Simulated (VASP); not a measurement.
# C (Fd-3m) in VASP: single point with PBE0

Aim: the single point of C with PBE0.

Program: VASP 6.6.1. These are calculated values, not measurements. Logs are shortened: lines on timing, memory, paths and dates and some standing lists are left out, and cuts for length are marked.

## 1. The cell of the first run

Symmetry: Fd-3m, No. 227, cubic system. The conventional cell has a = 3.567 Å, b = 3.567 Å, c = 3.567 Å, α = 90.00°, β = 90.00°, γ = 90.00°. Within 2.1 Å of C (site symmetry -43m) lie 4 C at 1.54 Å.

## 2. Single point, PBE0

Input file POSCAR:

```
C
1.0
    0.0000000000      1.7833700000      1.7833700000
    1.7833700000      0.0000000000      1.7833700000
    1.7833700000      1.7833700000      0.0000000000
C
2
Direct
    0.0000000000      0.0000000000      0.0000000000
    0.2500000000      0.2500000000      0.2500000000
```

Input file INCAR.step1:

```
PREC = Accurate
ENCUT = 520
EDIFF = 1E-5
ISMEAR = 0
SIGMA = 0.01
LREAL = F
LASPH = T
NELM = 120
ALGO = Normal
ISIF = 2
LWAVE = T
LCHARG = F
NBANDS = 11
GGA = PE
GGA_COMPAT = F
```

Input file INCAR.step2:

```
PREC = Accurate
ENCUT = 520
EDIFF = 1E-6
ISMEAR = 0
SIGMA = 0.01
LREAL = F
LASPH = T
NELM = 120
ALGO = Normal
ISIF = 2
LWAVE = F
LCHARG = F
GGA = PE
LHFCALC = T
AEXX = 0.25
PRECFOCK = Normal
NBANDS = 11
ISTART = 1
GGA_COMPAT = F
```

Input file KPOINTS:

```
Automatic mesh
0
Gamma
  6 6 6
```

Potentials or basis: VASP PAW PBE potentials, release 64 (C).

Launch:

```bash
$ cat potpaw_PBE.64/C/POTCAR > POTCAR
$ cp INCAR.step1 INCAR
$ mpirun -np 1 vasp_std > vasp.out
$ cp INCAR.step2 INCAR
$ mpirun -np 1 vasp_std > vasp.out
```

OUTCAR:

```text
PREC = Accurate
   ENCUT = 520
   EDIFF = 1E-6
   ISMEAR = 0
   LREAL = F
   LASPH = T
   NELM = 120
   ISIF = 2
   GGA = PE
   LHFCALC = T
   AEXX = 0.25
   PRECFOCK = Normal
   ISTART = 1

 ion  position               nearest neighbor table
   1  0.000  0.000  0.000-   2 1.54   2 1.54   2 1.54   2 1.54
   2  0.250  0.250  0.250-   1 1.54   1 1.54   1 1.54   1 1.54

  LATTYP: Found a face centered cubic cell.
 ALAT       =     3.5667400000

  Lattice vectors:

 A1 = (   0.0000000000,   1.7833700000,   1.7833700000)
 A2 = (   1.7833700000,   0.0000000000,   1.7833700000)
 A3 = (   1.7833700000,   1.7833700000,   0.0000000000)

Analysis of symmetry for initial positions (statically):
=====================================================================
 Subroutine PRICEL returns:
 Original cell was already a primitive cell.

 Routine SETGRP: Setting up the symmetry group for a
 face centered cubic supercell.

 Subroutine GETGRP returns: Found 48 space group operations
 (whereof 24 operations were pure point group operations)
 out of a pool of 48 trial point group operations.

The static configuration has the point symmetry T_d .
 The point group associated with its full space group is O_h .

Analysis of symmetry for dynamics (positions and initial velocities):
=====================================================================
 Subroutine PRICEL returns:
 Original cell was already a primitive cell.

 Routine SETGRP: Setting up the symmetry group for a
 face centered cubic supercell.

 Subroutine GETGRP returns: Found 48 space group operations
 (whereof 24 operations were pure point group operations)
 out of a pool of 48 trial point group operations.

The dynamic configuration has the point symmetry T_d .
 The point group associated with its full space group is O_h .

 Subroutine INISYM returns: Found 48 space group operations
 (whereof 24 operations are pure point group operations),
 and found     1 'primitive' translations

----------------------------------------------------------------------------------------

                                     Primitive cell

  volume of cell :      11.3437

  direct lattice vectors                    reciprocal lattice vectors
     0.000000000  1.783370000  1.783370000    -0.280368067  0.280368067  0.280368067
     1.783370000  0.000000000  1.783370000     0.280368067 -0.280368067  0.280368067
     1.783370000  1.783370000  0.000000000     0.280368067  0.280368067 -0.280368067

  length of vectors
     2.522066041  2.522066041  2.522066041     0.485611737  0.485611737  0.485611737

  position of ions in fractional coordinates (direct lattice)
     0.000000000  0.000000000  0.000000000
     0.250000000  0.250000000  0.250000000

  ion indices of the primitive-cell ions
   primitive index   ion index
                 1           1
                 2           2

----------------------------------------------------------------------------------------

 KPOINTS: Automatic mesh

Automatic generation of k-mesh.
 Grid dimensions read from file:
 generate k-points for:    6    6    6

 Generating k-lattice:

  Cartesian coordinates                     Fractional coordinates (reciprocal lattice)
    -0.046728011  0.046728011  0.046728011     0.166666667  0.000000000  0.000000000
     0.046728011 -0.046728011  0.046728011     0.000000000  0.166666667  0.000000000
     0.046728011  0.046728011 -0.046728011     0.000000000  0.000000000  0.166666667

  Length of vectors
     0.080935290  0.080935290  0.080935290

  Shift w.r.t. Gamma in fractional coordinates (k-lattice)
     0.000000000  0.000000000  0.000000000

 Subroutine IBZKPT returns following result:
 ===========================================

 Found     16 irreducible k-points:

 Following reciprocal coordinates:
            Coordinates               Weight
  0.000000  0.000000  0.000000      1.000000
  0.166667  0.000000  0.000000      8.000000
  0.333333  0.000000  0.000000      8.000000
  0.500000  0.000000  0.000000      4.000000
  0.166667  0.166667  0.000000      6.000000
  0.333333  0.166667  0.000000     24.000000
[... 8 lines left out ...]
 -0.333333  0.333333  0.166667     24.000000
 -0.333333  0.500000  0.166667     12.000000
   k-points           NKPTS =     16   k-points in BZ     NKDIM =    216   number of bands    NBANDS=     11
   number of dos      NEDOS =    301   number of ions     NIONS =      2
   total plane-waves  NPLWV =   8000
   dimension x,y,z NGX =    20 NGY =   20 NGZ =   20
   dimension x,y,z NGXF=    40 NGYF=   40 NGZF=   40
   ions per type =               2
   NGX,Y,Z   is equivalent  to a cutoff of  13.18, 13.18, 13.18 a.u.
   NGXF,Y,Z  is equivalent  to a cutoff of  26.37, 26.37, 26.37 a.u.
 SYSTEM =  unknown system
   PREC   = accura    normal or accurate (medium, high low for compatibility)
   ISTART =      1    job   : 0-new  1-cont  2-samecut
   ICHARG =      0    charge: 1-file 2-atom 10-const
   ISPIN  =      1    spin polarized calculation?
   LNONCOLLINEAR =      F non collinear calculations
   LSORBIT =      F    spin-orbit coupling
   LASPH  =      T    aspherical Exc in radial PAW
   ENCUT  =  520.0 eV  38.22 Ry    6.18 a.u.   4.69  4.69  4.69*2*pi/ulx,y,z
   NELM   =    120;   NELMIN=  2; NELMDL=  0     # of ELM steps
   EDIFF  = 0.1E-05   stopping-criterion for ELM
   LREAL  =      F    real-space projection
   EDIFFG = 0.1E-04   stopping-criterion for IOM
   NSW    =      0    number of steps for IOM
   IBRION =     -1    ionic relax: 0-MD 1-quasi-New 2-CG
   NFREE  =      0    steps in history (QN), initial steepest desc. (CG)
   ISIF   =      2    stress and relaxation
   ISYM   =      3    0-nonsym 1-usesym 2-fastsym
   POTIM  = 0.5000    time-step for ionic-motion
   TEBEG  =    0.0;   TEEND  =   0.0 temperature during run
   PSTRESS=    0.0 pullay stress
   NELECT =       8.0000    total number of electrons
   NUPDOWN=      -1.0000    fix difference up-down
   EMIN   =  10.00;   EMAX   =-10.00  energy-range for DOS
   EFERMI =   0.00;   METHOD = LEGACY
   ISMEAR =     0;   SIGMA  =   0.01  broadening in eV -4-tet -1-fermi 0-gaus
   EFERMI_NEDOS =   21; number of points for ismear=-14 and -15
   IALGO  =     38    algorithm
   IMIX   =      1    mixing-type and parameters
     AMIX     =   0.40;   BMIX     =  1.00
     AMIX_MAG =   1.60;   BMIX_MAG =  1.00
  volume/ion in A,a.u.               =       5.67        38.28
  Fermi-wavevector in a.u.,A,eV,Ry     =   1.457203  2.753714 28.891161  2.123440
  Thomas-Fermi vector in A             =   2.574032
   LORBIT       =      0    0 simple, 1 ext, 2 COOP (PROOUT), +10 PAW based schemes
   GGA     = PE    functional components
   LHFCALC =     T    Hartree Fock is set to
   PRECFOCK=normal    Normal, Fast or Accurate (Low or Medium for compatibility)
   ENCUT4O =  -1.0   cutoff for four orbital integrals eV
   NKREDX  =     1    reduce k-point grid by
   NKREDY  =     1    reduce k-point grid by
   NKREDZ  =     1    reduce k-point grid by
   AEXX    =    0.2500 exact exchange contribution
   HFSCREEN=    0.0000 screening length (either q_TF or 0.3 A-1)
   HFSCREENC=   0.0000 screening length for correlation (either q_TF or 0.3 A-1)
   ENCUTFOCK=  -1.0 apply spherical cutoff to Coloumb kernel
   IVDW    =     0    specifies the selected vdW correction
   LEPSILON=     F    determine dielectric tensor
   LRPA    =     F    only Hartree local field effects (RPA)
 non-spin polarized calculation
 Gauss-broadening in eV      SIGMA  =   0.01
  energy-cutoff  :      520.00
  volume of cell :       11.34
 maximum number of plane-waves:       310
  NGX = 16; NGY = 16; NGZ = 16

 number of electron       7.9999999 magnetization

 Free energy of the ion-electron system (eV)
  ---------------------------------------------------
  ext. energy  EPLUGINS =         0.00000000
  ---------------------------------------------------
  free energy    TOTEN  =       -22.13111400 eV

  energy without entropy =      -22.13111400  energy(sigma->0) =      -22.13111400

 E-fermi :   8.7914     XC(G=0): -10.4066

 val. band max:        8.7188097825   @ k =   0.0000   0.0000   0.0000
 cond. band min:      14.8221924212   @ k =   0.3333   0.3333   0.0000
 fundamental gap:      6.1033826388
 Fermi energy:         8.7914130740

 k-point     1 :       0.0000    0.0000    0.0000
  band No.  band energies     occupation
      1     -14.8488      2.00000
      2       8.7188      2.00000
      3       8.7188      2.00000
      4       8.7188      2.00000
      5      16.4660      0.00000
      6      16.4660      0.00000
      7      16.4660      0.00000
      8      24.7882      0.00000
      9      30.3747      0.00000
     10      37.8171      0.00000
     11      37.8171      0.00000

 k-point     2 :       0.1667    0.0000    0.0000
  band No.  band energies     occupation
      1     -14.0187      2.00000
      2       4.6218      2.00000
      3       7.6178      2.00000
      4       7.6178      2.00000
      5      17.9173      0.00000
      6      17.9173      0.00000
      7      18.3439      0.00000
      8      25.4805      0.00000
      9      31.5024      0.00000
     10      33.9548      0.00000
     11      33.9548      0.00000

 k-point     3 :       0.3333    0.0000    0.0000
  band No.  band energies     occupation
      1     -11.5835      2.00000
      2      -1.5850      2.00000
      3       6.1786      2.00000
      4       6.1786      2.00000
      5      19.3610      0.00000
      6      19.3610      0.00000
      7      19.5733      0.00000
      8      26.7781      0.00000
      9      32.3001      0.00000
     10      34.4975      0.00000
     11      34.4975      0.00000

 k-point     4 :       0.5000    0.0000    0.0000
  band No.  band energies     occupation
      1      -8.6311      2.00000
      2      -5.9301      2.00000
      3       5.6411      2.00000
      4       5.6411      2.00000
      5      19.5280      0.00000
      6      19.5280      0.00000
      7      19.8592      0.00000
      8      27.1332      0.00000
      9      33.4341      0.00000
     10      35.8525      0.00000
     11      37.4893      0.00000

 k-point     5 :       0.1667    0.1667    0.0000
  band No.  band energies     occupation
      1     -13.7425      2.00000
      2       5.9414      2.00000
      3       5.9414      2.00000
      4       6.2236      2.00000
      5      15.7102      0.00000
      6      20.1800      0.00000
      7      20.1800      0.00000
      8      23.9727      0.00000
      9      31.1191      0.00000
     10      32.1489      0.00000
     11      39.1704      0.00000
[... 99 lines left out ...]
 k-point    13 :       0.5000    0.5000    0.0000
  band No.  band energies     occupation
      1      -5.3832      2.00000
      2      -5.3832      2.00000
      3       1.8283      2.00000
      4       1.8283      2.00000
      5      15.4211      0.00000
      6      15.4211      0.00000
      7      28.7392      0.00000
      8      28.7392      0.00000
      9      35.0612      0.00000
     10      35.0612      0.00000
     11      43.8360      0.00000

 k-point    14 :       0.5000    0.3333    0.1667
  band No.  band energies     occupation
      1      -9.4768      2.00000
      2      -0.9045      2.00000
      3       0.7416      2.00000
      4       3.4724      2.00000
      5      18.6786      0.00000
      6      20.9764      0.00000
      7      22.7442      0.00000
      8      25.7933      0.00000
      9      32.1800      0.00000
     10      33.7220      0.00000
     11      38.6535      0.00000

 k-point    15 :      -0.3333    0.3333    0.1667
  band No.  band energies     occupation
      1      -6.6839      2.00000
      2      -4.1619      2.00000
      3       0.1352      2.00000
      4       2.2600      2.00000
      5      19.7406      0.00000
      6      21.1935      0.00000
      7      25.3220      0.00000
      8      25.5681      0.00000
      9      29.4288      0.00000
     10      35.2683      0.00000
     11      38.8406      0.00000

 k-point    16 :      -0.3333    0.5000    0.1667
  band No.  band energies     occupation
      1      -4.8053      2.00000
      2      -4.8053      2.00000
      3       0.2078      2.00000
      4       0.2078      2.00000
      5      19.1425      0.00000
      6      19.1425      0.00000
      7      26.1372      0.00000
      8      26.1372      0.00000
      9      33.4325      0.00000
     10      33.4325      0.00000
     11      42.2299      0.00000

------------------------ aborting loop because EDIFF is reached ----------------------------------------

  FORCE on cell =-STRESS in cart. coord.  units (eV):
  Direction    XX          YY          ZZ          XY          YZ          ZX
  --------------------------------------------------------------------------------------
  -------------------------------------------------------------------------------------
  Total       -0.5288197     -0.5288197     -0.5288197     -0.0000000     -0.0000000      0.0000000
  in kB      -74.6902308    -74.6902308    -74.6902308     -0.0000000     -0.0000000      0.0000000
  external PRESSURE =     -74.6902308 kB  Pullay stress =       0.0000000 kB

 VOLUME and BASIS-vectors are now :
 -----------------------------------------------------------------------------
  energy-cutoff  :      520.00
  volume of cell :       11.34
      direct lattice vectors                 reciprocal lattice vectors
     0.000000000  1.783370000  1.783370000    -0.280368067  0.280368067  0.280368067
     1.783370000  0.000000000  1.783370000     0.280368067 -0.280368067  0.280368067
     1.783370000  1.783370000  0.000000000     0.280368067  0.280368067 -0.280368067

 POSITION                                       TOTAL-FORCE (eV/Angst)
 -----------------------------------------------------------------------------------
      0.00000      0.00000      0.00000         0.000000      0.000000      0.000000
      0.89168      0.89168      0.89168        -0.000000     -0.000000     -0.000000
 -----------------------------------------------------------------------------------
    total drift:                                0.000000     -0.000000     -0.000000

  FREE ENERGIE OF THE ION-ELECTRON SYSTEM (eV)
  ---------------------------------------------------
  free  energy   TOTEN  =       -22.1311140004 eV

  energy  without entropy=      -22.1311140004  energy(sigma->0) =      -22.13111400
```

Wall time 2.4 min (1 thread of Intel Xeon 6975P-C, shared host); peak memory 0.12 GiB.

Results:

```
Free energy            : -22.1311 eV
Pressure               : -7.5 GPa
Band gap on the k mesh : 6.10 eV, indirect (least direct gap 7.75 eV)
```

Levels at points of the mesh, in eV from the valence-band top:
```tsv
k point	band 2	band 3	band 4	band 5	band 6	band 7
(0.00, 0.00, 0.00)	0.00	0.00	0.00	7.75	7.75	7.75
(0.50, 0.00, 0.00)	-14.65	-3.08	-3.08	10.81	10.81	11.14
(0.50, 0.50, 0.00)	-14.10	-6.89	-6.89	6.70	6.70	20.02
```

Caveat: the k points lie up to 0.51 Å⁻¹ apart; the PAW data sets were made with another functional, which shifts forces and pressure a little. A k mesh can miss the band edges.
